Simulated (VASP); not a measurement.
# SnSe2 (P-3m1) in VASP: a series of runs

The runs below take SnSe2 through single point, with PBEsol.

All numbers are computed with VASP 6.6.1; they aren't measurements. Logs are shortened: lines on timing, memory, paths and dates and some standing lists are left out, and cuts for length are marked.

## 1. The cell of the first run

Symmetry: P-3m1, No. 164, trigonal system. The conventional cell has a = 3.894 Å, b = 3.894 Å, c = 6.081 Å, α = 90.00°, β = 90.00°, γ = 120.00°. Within 3.6 Å of Sn (site symmetry -3m) lie 6 Se at 2.74 Å. Within 3.6 Å of Se (site symmetry 3m) lie 3 Sn at 2.74 Å.

## 2. Single point, PBEsol (biaxial strain in the a-b plane: +2.0 %)

INCAR reads:

```
  ALGO = Normal
  EDIFF = 1E-6
  ENCUT = 520
  GGA = PS
  ISIF = 2
  ISMEAR = 0
  LASPH = T
  LCHARG = F
  LREAL = F
  LWAVE = F
  NBANDS = 20
  NELM = 100
  PREC = Accurate
  SIGMA = 0.02
```

KPOINTS reads:

```
k-points
0
Gamma
  12 12 6
```

POSCAR reads:

```
SnSe2
1.0
    3.8937977137      0.0000000000      0.0000000000
   -1.9468988569      3.3721277373      0.0000000000
    0.0000000000      0.0000000000      6.0808197374
Sn Se
1 2
Direct
    0.0000000000      0.0000000000      0.0000000000
    0.6666666667      0.3333333333      0.7421700594
    0.3333333333      0.6666666667      0.2578299406
```

Potentials or basis: VASP PAW PBE potentials, release 64 (Sn_d, Se).

Command:

```
$ cat potpaw_PBE.64/Sn_d/POTCAR potpaw_PBE.64/Se/POTCAR > POTCAR
$ mpirun -np 1 vasp_std > vasp.out
```

OUTCAR:

```text
EDIFF = 1E-6
   ENCUT = 520
   GGA = PS
   ISIF = 2
   ISMEAR = 0
   LASPH = T
   LREAL = F
   NELM = 100
   PREC = Accurate

 ion  position               nearest neighbor table
   1  0.000  0.000  0.000-   2 2.74   3 2.74   2 2.74   3 2.74   2 2.74   3 2.74
   2  0.667  0.333  0.742-   1 2.74   1 2.74   1 2.74
   3  0.333  0.667  0.258-   1 2.74   1 2.74   1 2.74

  LATTYP: Found a hexagonal cell.
 ALAT       =     3.8937977137
 C/A-ratio  =     1.5616681154

  Lattice vectors:

 A1 = (   3.8937977137,   0.0000000000,   0.0000000000)
 A2 = (  -1.9468988569,   3.3721277373,   0.0000000000)
 A3 = (   0.0000000000,   0.0000000000,   6.0808197374)

Analysis of symmetry for initial positions (statically):
=====================================================================
 Subroutine PRICEL returns:
 Original cell was already a primitive cell.

 Routine SETGRP: Setting up the symmetry group for a
 hexagonal supercell.

 Subroutine GETGRP returns: Found 12 space group operations
 (whereof 12 operations were pure point group operations)
 out of a pool of 24 trial point group operations.

The static configuration has the point symmetry D_3d.

Analysis of symmetry for dynamics (positions and initial velocities):
=====================================================================
 Subroutine PRICEL returns:
 Original cell was already a primitive cell.

 Routine SETGRP: Setting up the symmetry group for a
 hexagonal supercell.

 Subroutine GETGRP returns: Found 12 space group operations
 (whereof 12 operations were pure point group operations)
 out of a pool of 24 trial point group operations.

The dynamic configuration has the point symmetry D_3d.

 Subroutine INISYM returns: Found 12 space group operations
 (whereof 12 operations are pure point group operations),
 and found     1 'primitive' translations

----------------------------------------------------------------------------------------

                                     Primitive cell

  volume of cell :      79.8435

  direct lattice vectors                    reciprocal lattice vectors
     3.893797714  0.000000000  0.000000000     0.256818683  0.148274336  0.000000000
    -1.946898857  3.372127737  0.000000000     0.000000000  0.296548671  0.000000000
     0.000000000  0.000000000  6.080819737     0.000000000  0.000000000  0.164451512

  length of vectors
     3.893797714  3.893797714  6.080819737     0.296548671  0.296548671  0.164451512

  position of ions in fractional coordinates (direct lattice)
     0.000000000  0.000000000  0.000000000
     0.666666667  0.333333333  0.742170059
     0.333333333  0.666666667  0.257829941

  ion indices of the primitive-cell ions
   primitive index   ion index
                 1           1
                 2           2
                 3           3

----------------------------------------------------------------------------------------

 KPOINTS: k-points

Automatic generation of k-mesh.
 Grid dimensions read from file:
 generate k-points for:   12   12    6

 Generating k-lattice:

  Cartesian coordinates                     Fractional coordinates (reciprocal lattice)
     0.021401557  0.012356195  0.000000000     0.083333333 -0.000000000  0.000000000
     0.000000000  0.024712389  0.000000000     0.000000000  0.083333333  0.000000000
     0.000000000  0.000000000  0.027408585     0.000000000  0.000000000  0.166666667

  Length of vectors
     0.024712389  0.024712389  0.027408585

  Shift w.r.t. Gamma in fractional coordinates (k-lattice)
     0.000000000  0.000000000  0.000000000

 Subroutine IBZKPT returns following result:
 ===========================================

 Found    100 irreducible k-points:

 Following reciprocal coordinates:
            Coordinates               Weight
  0.000000  0.000000  0.000000      1.000000
  0.083333 -0.000000  0.000000      6.000000
  0.166667  0.000000  0.000000      6.000000
  0.250000  0.000000  0.000000      6.000000
  0.333333  0.000000  0.000000      6.000000
  0.416667 -0.000000  0.000000      6.000000
[... 16 lines left out ...]
  0.166667  0.000000  0.166667      6.000000
  0.000000  0.166667  0.166667      6.000000
 [... further k-points ...]
   k-points           NKPTS =    100   k-points in BZ     NKDIM =    100   number of bands    NBANDS=     20
   number of dos      NEDOS =    301   number of ions     NIONS =      3
   total plane-waves  NPLWV =  43200
   dimension x,y,z NGX =    30 NGY =   30 NGZ =   48
   dimension x,y,z NGXF=    60 NGYF=   60 NGZF=   96
   ions per type =               1   2
   NGX,Y,Z   is equivalent  to a cutoff of  12.81, 12.81, 13.12 a.u.
   NGXF,Y,Z  is equivalent  to a cutoff of  25.62, 25.62, 26.25 a.u.
 SYSTEM =  unknown system
   PREC   = accura    normal or accurate (medium, high low for compatibility)
   ISTART =      0    job   : 0-new  1-cont  2-samecut
   ICHARG =      2    charge: 1-file 2-atom 10-const
   ISPIN  =      1    spin polarized calculation?
   LNONCOLLINEAR =      F non collinear calculations
   LSORBIT =      F    spin-orbit coupling
   LASPH  =      T    aspherical Exc in radial PAW
   ENCUT  =  520.0 eV  38.22 Ry    6.18 a.u.   7.24  7.24 11.31*2*pi/ulx,y,z
   NELM   =    100;   NELMIN=  2; NELMDL= -5     # of ELM steps
   EDIFF  = 0.1E-05   stopping-criterion for ELM
   LREAL  =      F    real-space projection
   EDIFFG = 0.1E-04   stopping-criterion for IOM
   NSW    =      0    number of steps for IOM
   IBRION =     -1    ionic relax: 0-MD 1-quasi-New 2-CG
   NFREE  =      0    steps in history (QN), initial steepest desc. (CG)
   ISIF   =      2    stress and relaxation
   ISYM   =      2    0-nonsym 1-usesym 2-fastsym
   POTIM  = 0.5000    time-step for ionic-motion
   TEBEG  =    0.0;   TEEND  =   0.0 temperature during run
   PSTRESS=    0.0 pullay stress
   NELECT =      26.0000    total number of electrons
   NUPDOWN=      -1.0000    fix difference up-down
   EMIN   =  10.00;   EMAX   =-10.00  energy-range for DOS
   EFERMI =   0.00;   METHOD = LEGACY
   ISMEAR =     0;   SIGMA  =   0.02  broadening in eV -4-tet -1-fermi 0-gaus
   EFERMI_NEDOS =   21; number of points for ismear=-14 and -15
   IALGO  =     38    algorithm
   IMIX   =      4    mixing-type and parameters
     AMIX     =   0.40;   BMIX     =  1.00
     AMIX_MAG =   1.60;   BMIX_MAG =  1.00
  volume/ion in A,a.u.               =      26.61       179.60
  Fermi-wavevector in a.u.,A,eV,Ry     =   1.126297  2.128392 17.259589  1.268544
  Thomas-Fermi vector in A             =   2.262978
   LORBIT       =      0    0 simple, 1 ext, 2 COOP (PROOUT), +10 PAW based schemes
   GGA     = PS    functional components
   LHFCALC =     F    Hartree Fock is set to
   AEXX    =    0.0000 exact exchange contribution
   IVDW    =     0    specifies the selected vdW correction
   LEPSILON=     F    determine dielectric tensor
   LRPA    =     F    only Hartree local field effects (RPA)
 non-spin polarized calculation
 Gauss-broadening in eV      SIGMA  =   0.02
  energy-cutoff  :      520.00
  volume of cell :       79.84
 maximum number of plane-waves:      2189
 NGX is ok and might be reduce to    30
   NGX = 15   NGY = 15   NGZ = 23

 number of electron      26.0000004 magnetization

 Free energy of the ion-electron system (eV)
  ---------------------------------------------------
  ext. energy  EPLUGINS =         0.00000000
  ---------------------------------------------------
  free energy    TOTEN  =       -12.96359451 eV

  energy without entropy =      -12.96359451  energy(sigma->0) =      -12.96359451

 E-fermi :   3.9663     XC(G=0):  -9.5344

 val. band max:        3.8850506503   @ k =   0.0833   0.0833   0.0000
 cond. band min:       4.2477497312   @ k =   0.0000   0.4167   0.3333
 fundamental gap:      0.3626990809
 Fermi energy:         3.9663255953

 k-point     1 :       0.0000    0.0000    0.0000
  band No.  band energies     occupation
      1     -17.3900      2.00000
      2     -17.3900      2.00000
      3     -17.3626      2.00000
      4     -17.3501      2.00000
      5     -17.3501      2.00000
      6      -9.9143      2.00000
[... 12 lines left out ...]
     19      12.5812      0.00000
     20      12.5820      0.00000

 k-point     2 :       0.0833   -0.0000    0.0000
  band No.  band energies     occupation
      1     -17.3926      2.00000
      2     -17.3880      2.00000
      3     -17.3611      2.00000
      4     -17.3514      2.00000
      5     -17.3497      2.00000
      6      -9.8509      2.00000
[... 12 lines left out ...]
     19      12.0873      0.00000
     20      12.6491      0.00000

 k-point     3 :       0.1667    0.0000    0.0000
  band No.  band energies     occupation
      1     -17.4004      2.00000
      2     -17.3832      2.00000
      3     -17.3580      2.00000
      4     -17.3529      2.00000
      5     -17.3481      2.00000
      6      -9.6648      2.00000
[... 12 lines left out ...]
     19      11.7482      0.00000
     20      12.7798      0.00000

 k-point     4 :       0.2500    0.0000    0.0000
  band No.  band energies     occupation
      1     -17.4118      2.00000
      2     -17.3784      2.00000
      3     -17.3606      2.00000
      4     -17.3474      2.00000
      5     -17.3440      2.00000
      6      -9.3716      2.00000
[... 12 lines left out ...]
     19      11.6895      0.00000
     20      13.1761      0.00000

 k-point     5 :       0.3333    0.0000    0.0000
  band No.  band energies     occupation
      1     -17.4237      2.00000
      2     -17.3758      2.00000
      3     -17.3644      2.00000
      4     -17.3402      2.00000
      5     -17.3376      2.00000
      6      -9.0053      2.00000
[... 12 lines left out ...]
     19      12.3757      0.00000
     20      13.5843      0.00000
[... 353 lines left out ...]
      6      -9.8036      2.00000
[... 12 lines left out ...]
     19      12.1096      0.00000
     20      12.6410      0.00000

 k-point    22 :       0.0000    0.0833    0.1667
  band No.  band energies     occupation
      1     -17.3926      2.00000
      2     -17.3880      2.00000
      3     -17.3610      2.00000
      4     -17.3514      2.00000
      5     -17.3497      2.00000
      6      -9.8036      2.00000
[... 12 lines left out ...]
     19      11.9537      0.00000
     20      12.3077      0.00000

 k-point    23 :       0.1667    0.0000    0.1667
  band No.  band energies     occupation
      1     -17.4004      2.00000
      2     -17.3832      2.00000
      3     -17.3579      2.00000
      4     -17.3529      2.00000
      5     -17.3481      2.00000
      6      -9.6188      2.00000
[... 12 lines left out ...]
     19      12.1504      0.00000
     20      12.5259      0.00000

 k-point    24 :       0.0000    0.1667    0.1667
  band No.  band energies     occupation
      1     -17.4004      2.00000
      2     -17.3832      2.00000
      3     -17.3580      2.00000
      4     -17.3529      2.00000
      5     -17.3481      2.00000
      6      -9.6186      2.00000
[... 12 lines left out ...]
     19      11.5927      0.00000
     20      12.4550      0.00000

 [... further k-points ...]
[... 5 lines left out ...]
  --------------------------------------------------------------------------------------
  -------------------------------------------------------------------------------------
  Total       -1.1181881     -1.1181881     -0.2190540      0.0000000      0.0000000      0.0000000
  in kB      -22.4380916    -22.4380916     -4.3956407      0.0000000      0.0000000      0.0000000
  external PRESSURE =     -16.4239413 kB  Pullay stress =       0.0000000 kB

 VOLUME and BASIS-vectors are now :
 -----------------------------------------------------------------------------
  energy-cutoff  :      520.00
  volume of cell :       79.84
      direct lattice vectors                 reciprocal lattice vectors
     3.893797714  0.000000000  0.000000000     0.256818683  0.148274336  0.000000000
    -1.946898857  3.372127737  0.000000000     0.000000000  0.296548671  0.000000000
     0.000000000  0.000000000  6.080819737     0.000000000  0.000000000  0.164451512

 POSITION                                       TOTAL-FORCE (eV/Angst)
 -----------------------------------------------------------------------------------
      0.00000      0.00000      0.00000         0.000000      0.000000      0.000000
      1.94690      1.12404      4.51300        -0.000000      0.000000      0.026307
     -0.00000      2.24809      1.56782         0.000000     -0.000000     -0.026307
 -----------------------------------------------------------------------------------
    total drift:                                0.000000      0.000000      0.000000

  FREE ENERGIE OF THE ION-ELECTRON SYSTEM (eV)
  ---------------------------------------------------
  free  energy   TOTEN  =       -12.9635945084 eV

  energy  without entropy=      -12.9635945084  energy(sigma->0) =      -12.96359451
```

Wall time 4.1 min (1 thread of Intel Xeon 8259CL, shared host); peak memory 0.3 GiB.

What came out:

```yaml
Free_energy: -12.9636 eV
Pressure: -1.6 GPa
Largest_force: 0.026 eV/Å
Band_gap_on_the_k_mesh: 0.36 eV, indirect (least direct gap 0.56 eV)
```

Forces in eV/Å, atoms in the order of the input:
```
Sn   0.000  0.000  0.000
Se   0.000  0.000  0.026
Se   0.000  0.000 -0.026
```

Caveat: the cell differs from its parent crystal (biaxial strain in the a-b plane: +2.0 %); the PAW data sets were made with another functional, which shifts forces and pressure a little; spin-orbit coupling is left out, which moves the levels of the heavy elements; this functional lacks dispersion, which binds the layers, so the pressure and a relaxed spacing across them are unreliable. A k mesh can miss the band edges.

## 3. Single point, PBEsol

This run uses another cell than the first one, of 24.90 Å³/atom, 0.935 times its volume.

INCAR reads:

```
SYSTEM = SnSe2
PREC = Accurate ; ENCUT = 520
EDIFF = 1E-6 ; ISMEAR = 0
SIGMA = 0.02 ; LREAL = .FALSE.
LASPH = .TRUE. ; NELM = 80
ALGO = Normal ; ISIF = 2
LWAVE = .FALSE. ; LCHARG = .TRUE.
GGA = PS ; LELF = .TRUE.
LVHAR = .TRUE. ; NBANDS = 20
```

KPOINTS reads:

```
regular mesh
0
G
  12 12 6
  0 0 0
```

POSCAR reads:

```
SnSe2
1.0
    3.6647507894      0.0000000000      0.0000000000
   -1.8323753947      3.1737672822      0.0000000000
    0.0000000000      0.0000000000      6.4215349152
Sn Se
1 2
Direct
    0.0000000000      0.0000000000      0.0000000000
    0.6666666667      0.3333333333      0.7451433745
    0.3333333333      0.6666666667      0.2548566255
```

Potentials or basis: VASP PAW PBE potentials, release 64 (Sn_d, Se).

Command:

```
$ cat potpaw_PBE.64/Sn_d/POTCAR potpaw_PBE.64/Se/POTCAR > POTCAR
$ mpirun -np 1 vasp_std > vasp.out
```

It took 54 s on 1 thread of Intel Xeon 6975P-C (Granite Rapids), shared host; peak memory 0.28 GiB.

The run converged. Its results:

```
Free energy            : -12.8785 eV
Pressure               : 3.9 GPa
Largest force          : 0.024 eV/Å
Band gap on the k mesh : 0.27 eV, indirect (least direct gap 1.01 eV)
```

Forces on the atoms (eV/Å):
```
Sn   0.000  0.000  0.000
Se   0.000  0.000 -0.024
Se   0.000  0.000  0.024
```

Stress tensor (GPa, compression positive):
```
5.75 0.00 0.00
0.00 5.75 0.00
0.00 0.00 0.16
```

Levels at points of the mesh, in eV from the valence-band top:
| k point | band 11 | band 12 | band 13 | band 14 | band 15 | band 16 |
| --- | --- | --- | --- | --- | --- | --- |
| (0.00, 0.00, 0.00) | -0.47 | -0.18 | -0.18 | 1.14 | 3.28 | 4.79 |
| (0.50, 0.00, 0.00) | -2.54 | -1.82 | -0.44 | 0.97 | 3.50 | 4.83 |
| (0.00, 0.00, 0.50) | -0.56 | -0.04 | -0.04 | 2.78 | 3.19 | 4.58 |
| (0.50, 0.00, 0.50) | -2.38 | -1.25 | -0.78 | 0.27 | 3.45 | 4.34 |

Caveat: the PAW data sets were made with another functional, which shifts forces and pressure a little; spin-orbit coupling is left out, which moves the levels of the heavy elements; this functional lacks dispersion, which binds the layers, so the pressure and a relaxed spacing across them are unreliable. A k mesh can miss the band edges.
